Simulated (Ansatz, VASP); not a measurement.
V: VASP beside Ansatz

INCAR

```
SYSTEM = V
PREC     = Accurate       ! precision mode
ENCUT    = 520            ! plane-wave cutoff, eV
EDIFF    = 1E-6           ! SCF threshold, eV
ISMEAR   = 0              ! smearing method
SIGMA    = 0.15           ! smearing width, eV
LREAL    = .FALSE.        ! projectors in reciprocal space
LASPH    = .TRUE.         ! aspherical terms in the spheres
NELM     = 100            ! most SCF steps
ALGO     = Fast           ! electronic algorithm
ISIF     = 2              ! what is computed and relaxed
LWAVE    = .FALSE.        ! write WAVECAR
LCHARG   = .FALSE.        ! write CHGCAR
GGA      = PE             ! functional
NBANDS   = 12             ! bands
```

KPOINTS

```
regular mesh
0
G
  24 24 24
  0 0 0
```

Contents of POSCAR:

```
V
1.0
    0.0000000000      2.0004893288      1.7004159295
    2.0004893288      0.0000000000      1.7004159295
    2.0004893288      2.0004893288      0.0000000000
V
1
Direct
    0.0000000000      0.0000000000      0.0000000000
```

Input for Ansatz:

```yaml
crystal:
  lattice:
    - [0.0, 2.0004893288, 1.7004159295]
    - [2.0004893288, 0.0, 1.7004159295]
    - [2.0004893288, 2.0004893288, 0.0]
  atoms:
    - { symbol: V, position: [0.0, 0.0, 0.0] }
basis:
  ecutwfc: 420
kpoints:
  mp_grid: { grid: [24, 24, 24] }
hamiltonian:
  xc: pbe
scf:
  occupations: { method: gaussian, width: 0.15 }
output:
  forces: true
  stress: true
  eigenvalues: true
```

Alike in both runs: task single point; functional PBE; k mesh 24 × 24 × 24; occupations gaussian, width 0.15 eV; no spin polarisation.

```csv
,VASP,Ansatz
version,VASP 6.6.1,Ansatz 0.2.0
potentials or method,"VASP PAW PBE potentials, release 64 (V_sv), cutoff 520 eV","scalar-relativistic, plane waves, PAW"
valence electrons in the cell,13,13
```

Ansatz gave:

| Property | Result |
| --- | --- |
| gap on the k mesh at the Fermi level (eV) | none |
| pressure (GPa) | 0.6 |
| traceless stress, the component that is largest in VASP (GPa) | -12.72 |

Task: Estimate VASP's values.

Result: gap on the k mesh at the Fermi level (eV): none; pressure (GPa): 0.9; traceless stress, the component that is largest in VASP (GPa): -12.70.

A gap of «none» marks a metal or a gap that the smearing closes. With one functional, cell and mesh, what is left measures potentials, basis and numerics.
